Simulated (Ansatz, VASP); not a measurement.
**One calculation of ZrS, two programs**

The input INCAR:

```
SYSTEM = ZrS
  PREC = Accurate
  ENCUT = 520
  EDIFF = 1E-7
  ISMEAR = 0
  SIGMA = 0.1
  LREAL = .False.
  LASPH = .True.
  NELM = 100
  ALGO = Normal
  ISIF = 2
  LWAVE = .False.
  LCHARG = .False.
  GGA = PS
  NBANDS = 16
```

KPOINTS

```
regular mesh
0
Gamma
  8 8 8
  0 0 0
```

The input POSCAR:

```
ZrS
1.0
    0.0000000000      2.6250000000      2.6250000000
    2.6250000000      0.0000000000      2.6250000000
    2.6250000000      2.6250000000      0.0000000000
Zr S
1 1
Direct
    0.0000000000      0.0000000000      0.0000000000
    0.5000000000      0.5000000000      0.5000000000
```

Input for Ansatz:

```yaml
crystal:
  lattice:
    - [0.0, 2.625, 2.625]
    - [2.625, 0.0, 2.625]
    - [2.625, 2.625, 0.0]
  atoms:
    - { symbol: Zr, position: [0.0, 0.0, 0.0] }
    - { symbol: S, position: [0.5, 0.5, 0.5] }
basis:
  ecutwfc: 420
kpoints:
  mp_grid: { grid: [8, 8, 8] }
hamiltonian:
  xc: pbesol
scf:
  occupations: { method: gaussian, width: 0.1 }
output:
  forces: true
  stress: true
  eigenvalues: true
```

Alike in both runs: task single point; functional PBEsol; k mesh 8 × 8 × 8; occupations gaussian, width 0.1 eV; no spin polarisation.

```csv
,VASP,Ansatz
version,VASP 6.6.1,Ansatz 0.2.0
potentials or method,"VASP PAW PBE potentials, release 64 (Zr_sv, S), cutoff 520 eV","scalar-relativistic, plane waves, PAW"
valence electrons in the cell,18,18
```

```tsv
	VASP	Ansatz	Ansatz less VASP
gap on the k mesh at the Fermi level (eV)	none	none	-
pressure (GPa)	-6.4	-6.6	-0.20
```

VASP's potentials were made for PBE, not for PBEsol. A gap of «none» marks a metal or a gap that the smearing closes.
